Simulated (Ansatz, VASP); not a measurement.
Ti2TeO: VASP beside Ansatz

```
Ti Te O
1.0
     3.32263    0.00000    0.00000
    -1.66131    2.87748    0.00000
     0.00000    0.00000    6.37688
Ti Te O
2 1 1
Direct
  0.33333 0.66667 0.34288
  0.66667 0.33333 0.65712
  0.00000 0.00000 0.00000
  0.00000 0.00000 0.50000
```

Alike in both runs: task electric field gradients; functional PBE; k mesh 15 × 15 × 8; occupations fermi-dirac, width 0.15 eV; no spin polarisation.

|  | VASP | Ansatz |
| --- | --- | --- |
| version | VASP 6.6.1 | Ansatz 0.2.0 |
| potentials or method | VASP PAW PBE potentials, release 64 (Ti_sv, Te, O), cutoff 520 eV | scalar-relativistic, plane waves, PAW |
| valence electrons in the cell | 36 | 46 |

Ansatz gave:

```
gap on the k mesh at the Fermi level (eV)            : none
pressure (GPa)                                       : 0.0
rms of the force components (eV/Å)                   : 0.000
size of Vzz on the site where it differs most (V/Å²) : 8.0
```

Question: Which values does VASP return?

Answer: gap on the k mesh at the Fermi level (eV): none; pressure (GPa): 0.2; rms of the force components (eV/Å): 0.014; size of Vzz on the site where it differs most (V/Å²): 0.9.

Atom by atom the forces differ by 0.014 eV/Å (rms over components). A gap of «none» marks a metal or a gap that the smearing closes. VASP's potentials hold 36 valence electrons a cell and Ansatz's 46, so a difference there can come from the potentials and not from the codes.

Neither program's run includes spin-orbit coupling.
